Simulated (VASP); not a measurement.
# SnTe (F-43m) in VASP: a series of runs

Aim: see how the results for SnTe move with the level of theory and the settings. Levels: PBEsol-based screened hybrid, r2SCAN0, LDA. Tasks: single point.

Everything below comes from runs of VASP 6.6.1. Logs are shortened: lines on timing, memory, paths and dates and some standing lists are left out, and cuts for length are marked.

### 1 The cell of the first run

Symmetry: F-43m, No. 216, cubic system. Conventional cell: a = 7.222 Å, b = 7.222 Å, c = 7.222 Å, α = 90.00°, β = 90.00°, γ = 90.00°. Within 4.1 Å of Te (site symmetry -43m) lie 4 Sn at 3.13 Å. Sn (site symmetry -43m) has 4 Te at 3.13 Å within 4.1 Å.

### 2 Single point, PBEsol-based screened hybrid

POSCAR

```
SnTe
1.0
    0.0000000000      3.6111460000      3.6111460000
    3.6111460000      0.0000000000      3.6111460000
    3.6111460000      3.6111460000      0.0000000000
Te Sn
1 1
Direct
    0.2500000000      0.2500000000      0.2500000000
    0.0000000000      0.0000000000      0.0000000000
```

INCAR.step1

```
PREC = Accurate
ENCUT = 520
EDIFF = 1E-5
ISMEAR = -1
SIGMA = 0.05
LREAL = F
LASPH = T
NELM = 60
ALGO = Normal
ISIF = 2
LWAVE = T
LCHARG = F
GGA = PE
NBANDS = 17
```

INCAR.step2

```
PREC = Accurate
ENCUT = 520
EDIFF = 1E-6
ISMEAR = -1
SIGMA = 0.05
LREAL = F
LASPH = T
NELM = 60
ALGO = Normal
ISIF = 2
LWAVE = F
LCHARG = F
GGA = PS
LHFCALC = T
AEXX = 0.25
HFSCREEN = 0.207
PRECFOCK = Normal
ISTART = 1
NBANDS = 17
```

KPOINTS

```
Automatic mesh
0
Gamma
  4 4 4
```

Potentials or basis: VASP PAW PBE potentials, release 64 (Te, Sn_d).

Started as:

```
cat potpaw_PBE.64/Te/POTCAR potpaw_PBE.64/Sn_d/POTCAR > POTCAR
cp INCAR.step1 INCAR
mpirun -np 1 vasp_std > vasp.out
cp INCAR.step2 INCAR
mpirun -np 1 vasp_std > vasp.out
```

OUTCAR:

```text
PREC = Accurate
   ENCUT = 520
   EDIFF = 1E-6
   ISMEAR = -1
   LREAL = F
   LASPH = T
   NELM = 60
   ISIF = 2
   GGA = PS
   LHFCALC = T
   AEXX = 0.25
   HFSCREEN = 0.207
   PRECFOCK = Normal
   ISTART = 1

 ion  position               nearest neighbor table
   1  0.250  0.250  0.250-   2 3.13   2 3.13   2 3.13   2 3.13
   2  0.000  0.000  0.000-   1 3.13   1 3.13   1 3.13   1 3.13

  LATTYP: Found a face centered cubic cell.
 ALAT       =     7.2222920000

  Lattice vectors:

 A1 = (   0.0000000000,   3.6111460000,   3.6111460000)
 A2 = (   3.6111460000,   0.0000000000,   3.6111460000)
 A3 = (   3.6111460000,   3.6111460000,   0.0000000000)

Analysis of symmetry for initial positions (statically):
=====================================================================
 Subroutine PRICEL returns:
 Original cell was already a primitive cell.

 Routine SETGRP: Setting up the symmetry group for a
 face centered cubic supercell.

 Subroutine GETGRP returns: Found 24 space group operations
 (whereof 24 operations were pure point group operations)
 out of a pool of 48 trial point group operations.

The static configuration has the point symmetry T_d .

Analysis of symmetry for dynamics (positions and initial velocities):
=====================================================================
 Subroutine PRICEL returns:
 Original cell was already a primitive cell.

 Routine SETGRP: Setting up the symmetry group for a
 face centered cubic supercell.

 Subroutine GETGRP returns: Found 24 space group operations
 (whereof 24 operations were pure point group operations)
 out of a pool of 48 trial point group operations.

The dynamic configuration has the point symmetry T_d .

 Subroutine INISYM returns: Found 24 space group operations
 (whereof 24 operations are pure point group operations),
 and found     1 'primitive' translations

----------------------------------------------------------------------------------------

                                     Primitive cell

  volume of cell :      94.1814

  direct lattice vectors                    reciprocal lattice vectors
     0.000000000  3.611146000  3.611146000    -0.138460201  0.138460201  0.138460201
     3.611146000  0.000000000  3.611146000     0.138460201 -0.138460201  0.138460201
     3.611146000  3.611146000  0.000000000     0.138460201  0.138460201 -0.138460201

  length of vectors
     5.106931649  5.106931649  5.106931649     0.239820102  0.239820102  0.239820102

  position of ions in fractional coordinates (direct lattice)
     0.250000000  0.250000000  0.250000000
     0.000000000  0.000000000  0.000000000

  ion indices of the primitive-cell ions
   primitive index   ion index
                 1           1
                 2           2

----------------------------------------------------------------------------------------

 KPOINTS: Automatic mesh

Automatic generation of k-mesh.
 Grid dimensions read from file:
 generate k-points for:    4    4    4

 Generating k-lattice:

  Cartesian coordinates                     Fractional coordinates (reciprocal lattice)
    -0.034615050  0.034615050  0.034615050     0.250000000  0.000000000  0.000000000
     0.034615050 -0.034615050  0.034615050     0.000000000  0.250000000  0.000000000
     0.034615050  0.034615050 -0.034615050     0.000000000  0.000000000  0.250000000

  Length of vectors
     0.059955026  0.059955026  0.059955026

  Shift w.r.t. Gamma in fractional coordinates (k-lattice)
     0.000000000  0.000000000  0.000000000

 Subroutine IBZKPT returns following result:
 ===========================================

 Found      8 irreducible k-points:

 Following reciprocal coordinates:
            Coordinates               Weight
  0.000000  0.000000  0.000000      1.000000
  0.250000  0.000000  0.000000      8.000000
  0.500000  0.000000  0.000000      4.000000
  0.250000  0.250000  0.000000      6.000000
  0.500000  0.250000  0.000000     24.000000
 -0.250000  0.250000  0.000000     12.000000
  0.500000  0.500000  0.000000      3.000000
 -0.250000  0.500000  0.250000      6.000000
   k-points           NKPTS =      8   k-points in BZ     NKDIM =     64   number of bands    NBANDS=     17
   number of dos      NEDOS =    301   number of ions     NIONS =      2
   total plane-waves  NPLWV =  64000
   dimension x,y,z NGX =    40 NGY =   40 NGZ =   40
   dimension x,y,z NGXF=    80 NGYF=   80 NGZF=   80
   ions per type =               1   1
   NGX,Y,Z   is equivalent  to a cutoff of  13.02, 13.02, 13.02 a.u.
   NGXF,Y,Z  is equivalent  to a cutoff of  26.04, 26.04, 26.04 a.u.
 SYSTEM =  unknown system
   PREC   = accura    normal or accurate (medium, high low for compatibility)
   ISTART =      1    job   : 0-new  1-cont  2-samecut
   ICHARG =      0    charge: 1-file 2-atom 10-const
   ISPIN  =      1    spin polarized calculation?
   LNONCOLLINEAR =      F non collinear calculations
   LSORBIT =      F    spin-orbit coupling
   LASPH  =      T    aspherical Exc in radial PAW
   ENCUT  =  520.0 eV  38.22 Ry    6.18 a.u.   9.50  9.50  9.50*2*pi/ulx,y,z
   NELM   =     60;   NELMIN=  2; NELMDL=  0     # of ELM steps
   EDIFF  = 0.1E-05   stopping-criterion for ELM
   LREAL  =      F    real-space projection
   EDIFFG = 0.1E-04   stopping-criterion for IOM
   NSW    =      0    number of steps for IOM
   IBRION =     -1    ionic relax: 0-MD 1-quasi-New 2-CG
   NFREE  =      0    steps in history (QN), initial steepest desc. (CG)
   ISIF   =      2    stress and relaxation
   ISYM   =      3    0-nonsym 1-usesym 2-fastsym
   POTIM  = 0.5000    time-step for ionic-motion
   TEBEG  =    0.0;   TEEND  =   0.0 temperature during run
   PSTRESS=    0.0 pullay stress
   NELECT =      20.0000    total number of electrons
   NUPDOWN=      -1.0000    fix difference up-down
   EMIN   =  10.00;   EMAX   =-10.00  energy-range for DOS
   EFERMI =   0.00;   METHOD = LEGACY
   ISMEAR =    -1;   SIGMA  =   0.05  broadening in eV -4-tet -1-fermi 0-gaus
   EFERMI_NEDOS =   21; number of points for ismear=-14 and -15
   IALGO  =     38    algorithm
   IMIX   =      1    mixing-type and parameters
     AMIX     =   0.40;   BMIX     =  1.00
     AMIX_MAG =   1.60;   BMIX_MAG =  1.00
  volume/ion in A,a.u.               =      47.09       317.78
  Fermi-wavevector in a.u.,A,eV,Ry     =   0.976704  1.845704 12.979296  0.953951
  Thomas-Fermi vector in A             =   2.107344
   LORBIT       =      0    0 simple, 1 ext, 2 COOP (PROOUT), +10 PAW based schemes
   GGA     = PS    functional components
   LHFCALC =     T    Hartree Fock is set to
   PRECFOCK=normal    Normal, Fast or Accurate (Low or Medium for compatibility)
   ENCUT4O =  -1.0   cutoff for four orbital integrals eV
   NKREDX  =     1    reduce k-point grid by
   NKREDY  =     1    reduce k-point grid by
   NKREDZ  =     1    reduce k-point grid by
   AEXX    =    0.2500 exact exchange contribution
   HFSCREEN=    0.2070 screening length (either q_TF or 0.3 A-1)
   HFSCREENC=   0.2070 screening length for correlation (either q_TF or 0.3 A-1)
   ENCUTFOCK=  -1.0 apply spherical cutoff to Coloumb kernel
   IVDW    =     0    specifies the selected vdW correction
   LEPSILON=     F    determine dielectric tensor
   LRPA    =     F    only Hartree local field effects (RPA)
 non-spin polarized calculation
  energy-cutoff  :      520.00
  volume of cell :       94.18
 maximum number of plane-waves:      2637
 NGX is ok and might be reduce to    40
  NGX = 30; NGY = 30; NGZ = 30

 number of electron      19.9999999 magnetization

 Free energy of the ion-electron system (eV)
  ---------------------------------------------------
  ext. energy  EPLUGINS =         0.00000000
  ---------------------------------------------------
  free energy    TOTEN  =        -8.80237672 eV

  energy without entropy =       -8.79992323  energy(sigma->0) =       -8.80114998

 E-fermi :   3.0765     XC(G=0):  -6.4306

 val. band max:        2.9058374936   @ k =  -0.2500   0.5000   0.2500
 cond. band min:       3.2114298133   @ k =   0.5000   0.5000   0.0000
 fundamental gap:      0.3055923197
 Fermi energy:         3.0765348859

 k-point     1 :       0.0000    0.0000    0.0000
  band No.  band energies     occupation
      1     -21.1690      2.00000
      2     -21.1690      2.00000
      3     -21.1690      2.00000
      4     -21.1570      2.00000
      5     -21.1570      2.00000
      6      -9.9051      2.00000
[... 9 lines left out ...]
     16       9.8916      0.00000
     17      10.9897      0.00000

 k-point     2 :       0.2500    0.0000    0.0000
  band No.  band energies     occupation
      1     -21.1694      2.00000
      2     -21.1681      2.00000
      3     -21.1681      2.00000
      4     -21.1570      2.00000
      5     -21.1570      2.00000
      6      -9.6302      2.00000
[... 9 lines left out ...]
     16       9.2464      0.00000
     17      10.4887      0.00000

 k-point     3 :       0.5000    0.0000    0.0000
  band No.  band energies     occupation
      1     -21.1697      2.00000
      2     -21.1673      2.00000
      3     -21.1673      2.00000
      4     -21.1569      2.00000
      5     -21.1569      2.00000
      6      -9.2852      2.00000
[... 9 lines left out ...]
     16      10.3674      0.00000
     17      10.3674      0.00000

 k-point     4 :       0.2500    0.2500    0.0000
  band No.  band energies     occupation
      1     -21.1706      2.00000
      2     -21.1672      2.00000
      3     -21.1672      2.00000
      4     -21.1575      2.00000
      5     -21.1566      2.00000
      6      -9.5320      2.00000
[... 9 lines left out ...]
     16      10.5390      0.00000
     17      12.3031      0.00000

 k-point     5 :       0.5000    0.2500    0.0000
  band No.  band energies     occupation
      1     -21.1708      2.00000
      2     -21.1665      2.00000
      3     -21.1664      2.00000
      4     -21.1575      2.00000
      5     -21.1565      2.00000
      6      -9.1684      2.00000
[... 9 lines left out ...]
     16      10.6350      0.00000
     17      11.4463      0.00000

 k-point     6 :      -0.2500    0.2500    0.0000
  band No.  band energies     occupation
      1     -21.1700      2.00000
      2     -21.1672      2.00000
      3     -21.1670      2.00000
      4     -21.1570      2.00000
      5     -21.1569      2.00000
      6      -9.2967      2.00000
[... 9 lines left out ...]
     16      10.2781      0.00000
     17      11.5137      0.00000

 k-point     7 :       0.5000    0.5000    0.0000
  band No.  band energies     occupation
      1     -21.1721      2.00000
      2     -21.1655      2.00000
      3     -21.1655      2.00000
      4     -21.1580      2.00000
      5     -21.1561      2.00000
      6      -9.0323      2.00000
[... 9 lines left out ...]
     16      11.6865      0.00000
     17      11.6865      0.00000

 k-point     8 :      -0.2500    0.5000    0.2500
  band No.  band energies     occupation
      1     -21.1709      2.00000
      2     -21.1667      2.00000
      3     -21.1655      2.00000
      4     -21.1575      2.00000
      5     -21.1566      2.00000
      6      -9.0284      2.00000
[... 9 lines left out ...]
     16      11.3644      0.00000
     17      11.3828      0.00000

------------------------ aborting loop because EDIFF is reached ----------------------------------------

  FORCE on cell =-STRESS in cart. coord.  units (eV):
  Direction    XX          YY          ZZ          XY          YZ          ZX
  --------------------------------------------------------------------------------------
  -------------------------------------------------------------------------------------
  Total       -0.9794072     -0.9794072     -0.9794072     -0.0000000      0.0000000     -0.0000000
  in kB      -16.6612943    -16.6612943    -16.6612943     -0.0000000      0.0000000     -0.0000000
  external PRESSURE =     -16.6612943 kB  Pullay stress =       0.0000000 kB

 VOLUME and BASIS-vectors are now :
 -----------------------------------------------------------------------------
  energy-cutoff  :      520.00
  volume of cell :       94.18
      direct lattice vectors                 reciprocal lattice vectors
     0.000000000  3.611146000  3.611146000    -0.138460201  0.138460201  0.138460201
     3.611146000  0.000000000  3.611146000     0.138460201 -0.138460201  0.138460201
     3.611146000  3.611146000  0.000000000     0.138460201  0.138460201 -0.138460201

 POSITION                                       TOTAL-FORCE (eV/Angst)
 -----------------------------------------------------------------------------------
      1.80557      1.80557      1.80557        -0.000000     -0.000000     -0.000000
      0.00000      0.00000      0.00000         0.000000      0.000000      0.000000
 -----------------------------------------------------------------------------------
    total drift:                                0.000005      0.000017      0.000003

  FREE ENERGIE OF THE ION-ELECTRON SYSTEM (eV)
  ---------------------------------------------------
  free  energy   TOTEN  =        -8.8023767237 eV

  energy  without entropy=       -8.7999232324  energy(sigma->0) =       -8.80114998
```

Wall time 15 min (1 thread of Intel Xeon Platinum 8488C (Sapphire Rapids), shared host); peak memory 0.35 GiB.

What came out:

* Free energy: -8.8024 eV
* Pressure: -1.7 GPa
* Band gap on the k mesh: 0.31 eV, indirect (least direct gap 1.10 eV)

Caveat: the PAW data sets were made with another functional, which shifts forces and pressure a little; spin-orbit coupling is left out, which moves the levels of the heavy elements. A k mesh can miss the band edges.

### 3 Single point, r2SCAN0

POSCAR is that of step 2.

INCAR.step1

```
SYSTEM = SnTe
ALGO = Normal
EDIFF = 1E-5
ENCUT = 520
GGA = PE
ISIF = 2
ISMEAR = -1
LASPH = .TRUE.
LCHARG = .FALSE.
LREAL = .FALSE.
LWAVE = .TRUE.
NBANDS = 17
NELM = 100
PREC = Accurate
SIGMA = 0.05
```

INCAR.step2

```
SYSTEM = SnTe
AEXX = 0.25
ALGO = Normal
EDIFF = 1E-7
ENCUT = 520
ISIF = 2
ISMEAR = -1
ISTART = 1
LASPH = .TRUE.
LCHARG = .FALSE.
LHFCALC = .TRUE.
LMIXTAU = .TRUE.
LREAL = .FALSE.
LWAVE = .FALSE.
METAGGA = R2SCAN
NBANDS = 17
NELM = 100
PREC = Accurate
PRECFOCK = Normal
SIGMA = 0.05
```

KPOINTS

```
k-points
0
G
  4 4 4
  0 0 0
```

Potentials or basis: VASP PAW PBE potentials, release 64 (Te, Sn_d).

Started as:

```
cat potpaw_PBE.64/Te/POTCAR potpaw_PBE.64/Sn_d/POTCAR > POTCAR
cp INCAR.step1 INCAR
mpirun -np 1 vasp_std > vasp.out
cp INCAR.step2 INCAR
mpirun -np 1 vasp_std > vasp.out
```

Run time: 19 min. Hardware: 1 thread of Intel Xeon Platinum 8488C (Sapphire Rapids), shared host; peak memory 0.28 GiB.

Results (log left out):

- Free energy: -41.9238 eV
- Pressure: -1.1 GPa
- Band gap on the k mesh: 1.02 eV, indirect (least direct gap 1.86 eV)

Levels at points of the mesh, in eV from the valence-band top:
| k point | band 7 | band 8 | band 9 | band 10 | band 11 | band 12 | band 13 | band 14 |
| --- | --- | --- | --- | --- | --- | --- | --- | --- |
| (0.00, 0.00, 0.00) | -5.78 | -2.42 | -2.42 | -2.42 | 2.04 | 2.04 | 2.04 | 5.20 |
| (0.50, 0.00, 0.00) | -8.10 | -3.04 | -3.04 | -2.35 | 2.94 | 2.94 | 4.74 | 6.85 |
| (0.50, 0.50, 0.00) | -8.53 | -3.79 | -3.79 | -0.83 | 1.02 | 5.34 | 5.34 | 6.76 |

Caveat: the PAW data sets were made with another functional, which shifts forces and pressure a little; spin-orbit coupling is left out, which moves the levels of the heavy elements.

### 4 Single point, LDA

This run uses another cell than the first one, of 44.27 Å³/atom, 0.940 times its volume.

INCAR

```
SYSTEM = SnTe
PREC     = Accurate       ! precision mode
ENCUT    = 520            ! plane-wave cutoff, eV
EDIFF    = 1E-6           ! SCF threshold, eV
ISMEAR   = -1             ! smearing method
SIGMA    = 0.05           ! smearing width, eV
LREAL    = .False.        ! projectors in reciprocal space
LASPH    = .True.         ! aspherical terms in the spheres
NELM     = 60             ! most SCF steps
ALGO     = Normal         ! electronic algorithm
ISIF     = 2              ! what is computed and relaxed
LWAVE    = .False.        ! write WAVECAR
LCHARG   = .False.        ! write CHGCAR
NBANDS   = 17             ! bands
```

KPOINTS

```
Automatic mesh
0
Gamma
  7 7 7
  0 0 0
```

POSCAR

```
SnTe
1.0
    0.0000000000      3.5374284581      3.5374284581
    3.5374284581      0.0000000000      3.5374284581
    3.5374284581      3.5374284581      0.0000000000
Te Sn
1 1
Direct
    0.2500000000      0.2500000000      0.2500000000
    0.0000000000      0.0000000000      0.0000000000
```

Potentials or basis: VASP PAW LDA potentials, release 64 (Te, Sn_d).

Started as:

```
cat potpaw_LDA.64/Te/POTCAR potpaw_LDA.64/Sn_d/POTCAR > POTCAR
mpirun -np 1 vasp_std > vasp.out
```

It took 14 s on 1 thread of Intel Xeon 6975P-C (Granite Rapids), shared host; peak memory 0.2 GiB.

It converged, with:

* Free energy: -8.0476 eV
* Pressure: -0.8 GPa
* Band gap on the k mesh: 0.11 eV, indirect (least direct gap 0.69 eV)

Levels at points of the mesh, in eV from the valence-band top:
```
           k point  band 7  band 8  band 9  band 10  band 11  band 12  band 13  band 14
(0.00, 0.00, 0.00)   -4.95   -1.89   -1.89    -1.89     1.09     1.09     1.09     4.05
```

Caveat: spin-orbit coupling is left out, which moves the levels of the heavy elements. A k mesh can miss the band edges.

### 5 Overview

| level | potentials or basis | cell | k mesh | grid for exact exchange (PRECFOCK) | share of exact exchange | screening parameter | gap on the mesh (eV) | pressure (GPa) |
| --- | --- | --- | --- | --- | --- | --- | --- | --- |
| PBEsol-based screened hybrid | VASP PAW PBE potentials, release 64 (Te, Sn_d) | a = 5.107 Å, angles 60.0°, 2 atoms | 4 × 4 × 4 | Normal | 0.25 | 0.207 1/Å | 0.31 | -1.7 |
| r2SCAN0 | VASP PAW PBE potentials, release 64 (Te, Sn_d) | a = 5.107 Å, angles 60.0°, 2 atoms | 4 × 4 × 4 | Normal | - | - | 1.02 | -1.1 |
| LDA | VASP PAW LDA potentials, release 64 (Te, Sn_d) | a = 5.003 Å, angles 60.0°, 2 atoms | 7 × 7 × 7 | - | - | - | 0.11 | -0.8 |

Alike in all rows: task single point; no spin polarisation; cutoff (eV) 520; smearing fermi-dirac 0.05 eV.

Caveats: spin-orbit coupling is left out, which moves the levels of the heavy elements; the PAW data sets were made with another functional, which shifts forces and pressure a little (some runs).

Absolute energies hang on the potentials; compare differences alone.
